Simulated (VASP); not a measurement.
Here is a VASP 6.6.1 calculation.

The input INCAR:

```
PREC = Accurate ; ENCUT = 500
EDIFF = 1E-6 ; ISMEAR = 0
SIGMA = 0.01 ; LREAL = False
LASPH = True ; NELM = 120
ALGO = Normal ; ISIF = 2
LWAVE = False ; LCHARG = False
GGA = PE ; NBANDS = 16
GGA_COMPAT = False
```

KPOINTS

```
regular mesh
0
Gamma
  6 6 6
```

Contents of POSCAR:

```
ZnS
1.0
    0.0000000000      2.6940955541      2.6940955541
    2.6940955541      0.0000000000      2.6940955541
    2.6940955541      2.6940955541      0.0000000000
Zn S
1 1
Direct
    0.2500000000      0.2500000000      0.2500000000
    0.0000000000      0.0000000000      0.0000000000
```

Potentials or basis: VASP PAW PBE potentials, release 64 (Zn, S).

Command:

```sh
$ cat potpaw_PBE.64/Zn/POTCAR potpaw_PBE.64/S/POTCAR > POTCAR
$ mpirun -np 1 vasp_std > vasp.out
```

(1) What does it give for the band gap on the k mesh?

(2) Predict the pressure.

## Answers

(1) 2.15 eV, direct.

(2) 2.5 GPa.

**The experiment to reproduce.**

From “Electronic, vibrational, and thermodynamic properties of ZnS (zincblende and rocksalt structure)”, 2009, arxiv:0911.5022, for a bulk crystal of ZnS at 19 K: band gap 3.85 eV (direct).

A measured gap of ZnS is 3.85 eV (direct; 19 K; quoted in “Electronic, vibrational, and thermodynamic properties of ZnS (zincblende and rocksalt structure)”, 2009, arxiv:0911.5022); the calculated 2.15 eV misses it by -1.70 eV. The value is that of PBE, without temperature or zero-point motion. Semilocal functionals fall short of measured gaps as a rule.
